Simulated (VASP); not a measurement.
Wanted: the native input for a VASP 6.6.1 run.

| Property | Result |
| --- | --- |
| Task | relaxation of cell and atoms |
| Functional | PBE |
| Potentials or basis | VASP PAW PBE potentials, release 64 (Sn_d) |
| Cutoff | 600 eV |
| k mesh | 4 × 4 × 4 |
| Occupations | gaussian, width 0.1 eV |
| Spin | no spin polarisation |
| Dipole correction | no |
| Further INCAR settings | ALGO = Fast; EDIFF = 1e-06; IBRION = 2; EDIFFG = -0.04; NSW = 90; ISIF = 3 |

The structure of Sn lies in POSCAR:

```
Sn
1.0
   -4.3841098200      4.3841098200      4.3841098200
    4.3841098200     -4.3841098200      4.3841098200
    4.3841098200      4.3841098200     -4.3841098200
Sn
8
Direct
    0.3171980400      0.3171980400      0.3171980400
    0.0000000000      0.0000000000      0.6828019600
    0.0000000000      0.6828019600      0.0000000000
    0.6828019600      0.0000000000      0.0000000000
    0.6828019600      0.6828019600      0.6828019600
    0.0000000000      0.0000000000      0.3171980400
    0.0000000000      0.3171980400      0.0000000000
    0.3171980400      0.0000000000      0.0000000000
```

The cell was generated, and may not be a known phase.

The input as run:

INCAR

```
SYSTEM = Sn
PREC = Accurate
ENCUT = 600
EDIFF = 1E-6
ISMEAR = 0
SIGMA = 0.1
LREAL = .False.
LASPH = .True.
NELM = 100
ALGO = Fast
ISIF = 3
LWAVE = .False.
LCHARG = .False.
GGA = PE
IBRION = 2
NSW = 90
EDIFFG = -0.04
```

KPOINTS

```
regular mesh
0
Gamma
  4 4 4
  0 0 0
```

Potentials or basis: VASP PAW PBE potentials, release 64 (Sn_d).

The run is started by

```sh
$ cat potpaw_PBE.64/Sn_d/POTCAR > POTCAR
$ mpirun -np 1 vasp_std > vasp.out
```

Results of the run:

| Property | Result |
| --- | --- |
| Relaxed volume | 48.35 Å³/atom |
| Relaxed cell | a = 7.950 Å, b = 7.950 Å, c = 7.950 Å, α = 109.47°, β = 109.47°, γ = 109.47° |
| Space group after relaxing (to 0.1 Å) | Im-3m (No. 229) |
| Energy gained by relaxing | 87.4 meV/atom |
| Ionic steps | 6 |
| Pressure after relaxing | -0.1 GPa |
| Largest force after relaxing | 0.016 eV/Å |
| Band gap on the k mesh | zero (bands 56 and 57 overlap by 0.35 eV) |

Caveat: spin-orbit coupling is left out, which moves the levels of the heavy elements.

Wall time 40 min on 1 thread of Oxide Virtual Turin-like Processor, with other jobs on the host, peak memory 0.66 GiB.
